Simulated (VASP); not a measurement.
# SiF in VASP: a series of runs

Runs on SiF. Level: PBE. Tasks: single point.

All numbers are computed with VASP 6.6.1; they aren't measurements. Logs are shortened: lines on timing, memory, paths and dates and some standing lists are left out, and cuts for length are marked.

### Step 1. The cell of the first run

It takes space group Pm-3m (No. 221, cubic). The conventional cell has a = 3.029 Å, b = 3.029 Å, c = 3.029 Å, α = 90.00°, β = 90.00°, γ = 90.00°. Si (site symmetry m-3m) has 8 F at 2.62 Å and 6 Si at 3.03 Å within 3.5 Å. F (site symmetry m-3m) has 8 Si at 2.62 Å and 6 F at 3.03 Å within 3.5 Å.

### Step 2. Single point, PBE

File INCAR:

```
SYSTEM = SiF
  PREC = Accurate
  ENCUT = 520
  EDIFF = 1E-6
  ISMEAR = -1
  SIGMA = 0.05
  LREAL = .False.
  LASPH = .True.
  NELM = 100
  ALGO = Normal
  ISIF = 2
  LWAVE = .False.
  LCHARG = .False.
  GGA = PE
  NBANDS = 12
```

File KPOINTS:

```
Automatic mesh
0
Gamma
  9 9 9
  0 0 0
```

File POSCAR:

```
SiF
1.0
    3.0286000000      0.0000000000      0.0000000000
    0.0000000000      3.0286000000      0.0000000000
    0.0000000000      0.0000000000      3.0286000000
Si F
1 1
Direct
    0.5000000000      0.5000000000      0.5000000000
    0.0000000000      0.0000000000      0.0000000000
```

Potentials or basis: VASP PAW PBE potentials, release 64 (Si, F).

Started as:

```
> cat potpaw_PBE.64/Si/POTCAR potpaw_PBE.64/F/POTCAR > POTCAR
> mpirun -np 1 vasp_std > vasp.out
```

OUTCAR:

```text
SYSTEM = SiF
   PREC = Accurate
   ENCUT = 520
   EDIFF = 1E-6
   ISMEAR = -1
   LREAL = .False.
   LASPH = .True.
   NELM = 100
   ISIF = 2
   GGA = PE

 ion  position               nearest neighbor table
   1  0.500  0.500  0.500-
   2  0.000  0.000  0.000-

  LATTYP: Found a simple cubic cell.
 ALAT       =     3.0286000000

  Lattice vectors:

 A1 = (   3.0286000000,   0.0000000000,   0.0000000000)
 A2 = (   0.0000000000,   3.0286000000,   0.0000000000)
 A3 = (   0.0000000000,   0.0000000000,   3.0286000000)

Analysis of symmetry for initial positions (statically):
=====================================================================
 Subroutine PRICEL returns:
 Original cell was already a primitive cell.

 Routine SETGRP: Setting up the symmetry group for a
 simple cubic supercell.

 Subroutine GETGRP returns: Found 48 space group operations
 (whereof 48 operations were pure point group operations)
 out of a pool of 48 trial point group operations.

The static configuration has the point symmetry O_h .

Analysis of symmetry for dynamics (positions and initial velocities):
=====================================================================
 Subroutine PRICEL returns:
 Original cell was already a primitive cell.

 Routine SETGRP: Setting up the symmetry group for a
 simple cubic supercell.

 Subroutine GETGRP returns: Found 48 space group operations
 (whereof 48 operations were pure point group operations)
 out of a pool of 48 trial point group operations.

The dynamic configuration has the point symmetry O_h .

 Subroutine INISYM returns: Found 48 space group operations
 (whereof 48 operations are pure point group operations),
 and found     1 'primitive' translations

----------------------------------------------------------------------------------------

                                     Primitive cell

  volume of cell :      27.7796

  direct lattice vectors                    reciprocal lattice vectors
     3.028600000  0.000000000  0.000000000     0.330185564  0.000000000  0.000000000
     0.000000000  3.028600000  0.000000000     0.000000000  0.330185564  0.000000000
     0.000000000  0.000000000  3.028600000     0.000000000  0.000000000  0.330185564

  length of vectors
     3.028600000  3.028600000  3.028600000     0.330185564  0.330185564  0.330185564

  position of ions in fractional coordinates (direct lattice)
     0.500000000  0.500000000  0.500000000
     0.000000000  0.000000000  0.000000000

  ion indices of the primitive-cell ions
   primitive index   ion index
                 1           1
                 2           2

----------------------------------------------------------------------------------------

 KPOINTS: Automatic mesh

Automatic generation of k-mesh.
 Grid dimensions read from file:
 generate k-points for:    9    9    9

 Generating k-lattice:

  Cartesian coordinates                     Fractional coordinates (reciprocal lattice)
     0.036687285  0.000000000  0.000000000     0.111111111  0.000000000  0.000000000
     0.000000000  0.036687285  0.000000000     0.000000000  0.111111111  0.000000000
     0.000000000  0.000000000  0.036687285     0.000000000  0.000000000  0.111111111

  Length of vectors
     0.036687285  0.036687285  0.036687285

  Shift w.r.t. Gamma in fractional coordinates (k-lattice)
     0.000000000  0.000000000  0.000000000

 Subroutine IBZKPT returns following result:
 ===========================================

 Found     35 irreducible k-points:

 Following reciprocal coordinates:
            Coordinates               Weight
  0.000000  0.000000  0.000000      1.000000
  0.111111  0.000000  0.000000      6.000000
  0.222222  0.000000  0.000000      6.000000
  0.333333  0.000000  0.000000      6.000000
  0.444444  0.000000  0.000000      6.000000
  0.111111  0.111111  0.000000     12.000000
[... 16 lines left out ...]
  0.333333  0.333333  0.111111     24.000000
  0.444444  0.333333  0.111111     48.000000
 [... further k-points ...]
   k-points           NKPTS =     35   k-points in BZ     NKDIM =     35   number of bands    NBANDS=     12
   number of dos      NEDOS =    301   number of ions     NIONS =      2
   total plane-waves  NPLWV =  13824
   dimension x,y,z NGX =    24 NGY =   24 NGZ =   24
   dimension x,y,z NGXF=    48 NGYF=   48 NGZF=   48
   ions per type =               1   1
   NGX,Y,Z   is equivalent  to a cutoff of  13.17, 13.17, 13.17 a.u.
   NGXF,Y,Z  is equivalent  to a cutoff of  26.35, 26.35, 26.35 a.u.
 SYSTEM =  SiF
   PREC   = accura    normal or accurate (medium, high low for compatibility)
   ISTART =      0    job   : 0-new  1-cont  2-samecut
   ICHARG =      2    charge: 1-file 2-atom 10-const
   ISPIN  =      1    spin polarized calculation?
   LNONCOLLINEAR =      F non collinear calculations
   LSORBIT =      F    spin-orbit coupling
   LASPH  =      T    aspherical Exc in radial PAW
   ENCUT  =  520.0 eV  38.22 Ry    6.18 a.u.   5.63  5.63  5.63*2*pi/ulx,y,z
   NELM   =    100;   NELMIN=  2; NELMDL= -5     # of ELM steps
   EDIFF  = 0.1E-05   stopping-criterion for ELM
   LREAL  =      F    real-space projection
   EDIFFG = 0.1E-04   stopping-criterion for IOM
   NSW    =      0    number of steps for IOM
   IBRION =     -1    ionic relax: 0-MD 1-quasi-New 2-CG
   NFREE  =      0    steps in history (QN), initial steepest desc. (CG)
   ISIF   =      2    stress and relaxation
   ISYM   =      2    0-nonsym 1-usesym 2-fastsym
   POTIM  = 0.5000    time-step for ionic-motion
   TEBEG  =    0.0;   TEEND  =   0.0 temperature during run
   PSTRESS=    0.0 pullay stress
   NELECT =      11.0000    total number of electrons
   NUPDOWN=      -1.0000    fix difference up-down
   EMIN   =  10.00;   EMAX   =-10.00  energy-range for DOS
   EFERMI =   0.00;   METHOD = LEGACY
   ISMEAR =    -1;   SIGMA  =   0.05  broadening in eV -4-tet -1-fermi 0-gaus
   EFERMI_NEDOS =   21; number of points for ismear=-14 and -15
   IALGO  =     38    algorithm
   IMIX   =      4    mixing-type and parameters
     AMIX     =   0.40;   BMIX     =  1.00
     AMIX_MAG =   1.60;   BMIX_MAG =  1.00
  volume/ion in A,a.u.               =      13.89        93.73
  Fermi-wavevector in a.u.,A,eV,Ry     =   1.202164  2.271761 19.663124  1.445199
  Thomas-Fermi vector in A             =   2.337953
   LORBIT       =      0    0 simple, 1 ext, 2 COOP (PROOUT), +10 PAW based schemes
   GGA     = PE    functional components
   LHFCALC =     F    Hartree Fock is set to
   AEXX    =    0.0000 exact exchange contribution
   IVDW    =     0    specifies the selected vdW correction
   LEPSILON=     F    determine dielectric tensor
   LRPA    =     F    only Hartree local field effects (RPA)
 non-spin polarized calculation
  energy-cutoff  :      520.00
  volume of cell :       27.78
 maximum number of plane-waves:       756
 NGX is ok and might be reduce to    24
   NGX = 11   NGY = 11   NGZ = 11

 number of electron      11.0000013 magnetization

 Free energy of the ion-electron system (eV)
  ---------------------------------------------------
  ext. energy  EPLUGINS =         0.00000000
  ---------------------------------------------------
  free energy    TOTEN  =        -7.77874654 eV

  energy without entropy =       -7.76096854  energy(sigma->0) =       -7.76985754

 E-fermi :   5.7946     XC(G=0): -10.3047

 val. band max:        5.7630872341   @ k =   0.3333   0.2222   0.0000
 cond. band min:       5.8208470083   @ k =   0.4444   0.3333   0.0000
 fundamental gap:      0.0577597742
 Fermi energy:         5.7945730375

 k-point     1 :       0.0000    0.0000    0.0000
  band No.  band energies     occupation
      1     -18.3282      2.00000
      2      -3.1780      2.00000
      3       0.5774      2.00000
      4       0.5774      2.00000
      5       0.5774      2.00000
      6      10.9435      0.00000
      7      10.9435      0.00000
      8      10.9435      0.00000
      9      11.6229      0.00000
     10      11.6229      0.00000
     11      21.8197      0.00000
     12      22.7389      0.00000

 k-point     2 :       0.1111    0.0000    0.0000
  band No.  band energies     occupation
      1     -18.3017      2.00000
      2      -3.2592      2.00000
      3       0.6141      2.00000
      4       0.6141      2.00000
      5       0.6605      2.00000
      6       9.1523      0.00000
      7      10.9333      0.00000
      8      10.9333      0.00000
      9      11.7822      0.00000
     10      13.5103      0.00000
     11      22.0480      0.00000
     12      22.0488      0.00000

 k-point     3 :       0.2222    0.0000    0.0000
  band No.  band energies     occupation
      1     -18.2335      2.00000
      2      -3.4846      2.00000
      3       0.7094      2.00000
      4       0.7094      2.00000
      5       0.9730      2.00000
      6       7.2005      0.00000
      7      10.9022      0.00000
      8      10.9022      0.00000
      9      12.2383      0.00000
     10      15.7108      0.00000
     11      20.7812      0.00000
     12      20.7812      0.00000

 k-point     4 :       0.3333    0.0000    0.0000
  band No.  band energies     occupation
      1     -18.1538      2.00000
      2      -3.7654      2.00000
      3       0.8215      2.00000
      4       0.8215      2.00000
      5       1.6057      2.00000
      6       5.4213      1.99886
      7      10.8569      0.00000
      8      10.8569      0.00000
      9      12.8979      0.00000
     10      17.7367      0.00000
     11      19.7365      0.00000
     12      19.7365      0.00000

 k-point     5 :       0.4444    0.0000    0.0000
  band No.  band energies     occupation
      1     -18.1011      2.00000
      2      -3.9576      2.00000
      3       0.8971      2.00000
      4       0.8971      2.00000
      5       2.5785      2.00000
      6       3.8661      2.00000
      7      10.8207      0.00000
      8      10.8207      0.00000
      9      13.4822      0.00000
     10      19.1314      0.00000
     11      19.1788      0.00000
     12      19.1788      0.00000
[... 228 lines left out ...]
      1     -18.0581      2.00000
      2      -3.1479      2.00000
      3      -0.3898      2.00000
      4       0.6444      2.00000
      5       2.3479      2.00000
      6       5.9544      0.07856
      7       7.7555      0.00000
      8      10.1822      0.00000
      9      16.1078      0.00000
     10      16.9137      0.00000
     11      18.1466      0.00000
     12      19.9673      0.00000

 k-point    22 :       0.4444    0.2222    0.1111
  band No.  band energies     occupation
      1     -18.0123      2.00000
      2      -3.1550      2.00000
      3      -0.3171      2.00000
      4       0.7468      2.00000
      5       2.4162      2.00000
      6       5.0782      2.00000
      7       7.8061      0.00000
      8      10.5115      0.00000
      9      15.3332      0.00000
     10      17.2825      0.00000
     11      17.5343      0.00000
     12      19.9061      0.00000

 k-point    23 :       0.3333    0.3333    0.1111
  band No.  band energies     occupation
      1     -17.9960      2.00000
      2      -2.6924      2.00000
      3      -0.8369      2.00000
      4       0.7561      2.00000
      5       2.0962      2.00000
      6       6.0614      0.00958
      7       6.9251      0.00000
      8      10.4534      0.00000
      9      14.6182      0.00000
     10      17.8198      0.00000
     11      17.8788      0.00000
     12      18.6906      0.00000

 k-point    24 :       0.4444    0.3333    0.1111
  band No.  band energies     occupation
      1     -17.9546      2.00000
      2      -2.4150      2.00000
      3      -0.9059      2.00000
      4       0.8397      2.00000
      5       1.6237      2.00000
      6       5.8573      0.44405
      7       6.9029      0.00000
      8      10.7721      0.00000
      9      13.6585      0.00000
     10      17.3676      0.00000
     11      18.1963      0.00000
     12      18.4835      0.00000

 [... further k-points ...]
[... 5 lines left out ...]
  --------------------------------------------------------------------------------------
  -------------------------------------------------------------------------------------
  Total       -0.0024853     -0.0024853     -0.0024853      0.0000000      0.0000000     -0.0000000
  in kB       -0.1433365     -0.1433365     -0.1433365      0.0000000      0.0000000     -0.0000000
  external PRESSURE =      -0.1433365 kB  Pullay stress =       0.0000000 kB

 VOLUME and BASIS-vectors are now :
 -----------------------------------------------------------------------------
  energy-cutoff  :      520.00
  volume of cell :       27.78
      direct lattice vectors                 reciprocal lattice vectors
     3.028600000  0.000000000  0.000000000     0.330185564  0.000000000  0.000000000
     0.000000000  3.028600000  0.000000000     0.000000000  0.330185564  0.000000000
     0.000000000  0.000000000  3.028600000     0.000000000  0.000000000  0.330185564

 POSITION                                       TOTAL-FORCE (eV/Angst)
 -----------------------------------------------------------------------------------
      1.51430      1.51430      1.51430         0.000000      0.000000      0.000000
      0.00000      0.00000      0.00000         0.000000      0.000000      0.000000
 -----------------------------------------------------------------------------------
    total drift:                               -0.000000      0.000000      0.000000

  FREE ENERGIE OF THE ION-ELECTRON SYSTEM (eV)
  ---------------------------------------------------
  free  energy   TOTEN  =        -7.7787465351 eV

  energy  without entropy=       -7.7609685364  energy(sigma->0) =       -7.76985754
```

It took 6.8 s on 1 thread of Intel Xeon Platinum 8259CL at 2.50GHz (Skylake/Cascade Lake), shared host; peak memory 0.13 GiB.

Results:

```yaml
Free_energy: -7.7787 eV
Pressure: 0.0 GPa
```

Levels at points of the mesh, in eV from the Fermi level:
```csv
k point,band 1,band 2,band 3,band 4,band 5,band 6,band 7,band 8,band 9,band 10
"(0.00, 0.00, 0.00)",-24.12,-8.97,-5.22,-5.22,-5.22,5.15,5.15,5.15,5.83,5.83
```

Caveat: an odd number of electrons without spin polarisation forces a metal; a magnetic or distorted state may lie lower.

### Step 3. Single point, PBE

File INCAR:

```
SYSTEM = SiF
PREC = Accurate ; ENCUT = 520
EDIFF = 1E-7 ; ISMEAR = -1
SIGMA = 0.05 ; LREAL = .False.
LASPH = .True. ; NELM = 80
ALGO = Normal ; ISIF = 2
LWAVE = .False. ; LCHARG = .False.
GGA = PE ; NBANDS = 12
```

File KPOINTS:

```
regular mesh
0
Gamma
  6 6 6
  0 0 0
```

File POSCAR:

```
SiF
1.0
    3.0286000000      0.0000000000      0.0000000000
    0.0000000000      3.0286000000      0.0000000000
    0.0000000000      0.0000000000      3.0286000000
Si F
1 1
Direct
    0.4905460000      0.4926000000      0.4836290000
    0.0078680000     -0.0103740000      0.0020390000
```

Potentials or basis: VASP PAW PBE potentials, release 64 (Si, F).

Started as:

```
> cat potpaw_PBE.64/Si/POTCAR potpaw_PBE.64/F/POTCAR > POTCAR
> mpirun -np 1 vasp_std > vasp.out
```

Run time: 10 s. Hardware: 1 thread of Intel Xeon Platinum 8559C (Emerald Rapids), shared host; peak memory 0.15 GiB.

Results (log left out):

```
Free energy   : -7.7424 eV
Pressure      : 0.1 GPa
Largest force : 0.052 eV/Å
```

Forces in eV/Å, atoms in the order of the input:
```
Si  -0.036  0.006 -0.038
F    0.036 -0.006  0.038
```

Stress tensor (GPa, compression positive):
```
 0.03  0.02 -0.14
 0.02  0.23  0.03
-0.14  0.03  0.01
```

Levels at points of the mesh, in eV from the Fermi level:
```tsv
k point	band 3	band 4	band 5	band 6	band 7	band 8
(0.00, 0.00, 0.00)	-5.24	-5.24	-5.23	5.06	5.13	5.16
(0.50, 0.00, 0.00)	-4.91	-4.91	-2.68	-2.53	5.03	5.04
(0.00, 0.50, 0.00)	-4.92	-4.90	-2.65	-2.55	5.03	5.04
(0.00, 0.00, 0.50)	-4.91	-4.91	-2.69	-2.53	5.03	5.04
(0.50, 0.50, 0.00)	-7.18	-5.72	-4.70	0.91	0.91	6.21
(0.00, 0.50, 0.50)	-7.18	-5.72	-4.70	0.91	0.91	6.21
(0.50, 0.00, 0.50)	-7.18	-5.70	-4.71	0.91	0.91	6.20
(0.50, 0.50, 0.50)	-6.09	-6.07	-2.89	-0.92	-0.89	-0.89
```

Caveat: an odd number of electrons without spin polarisation forces a metal; a magnetic or distorted state may lie lower.

[end of part 1 of 2]
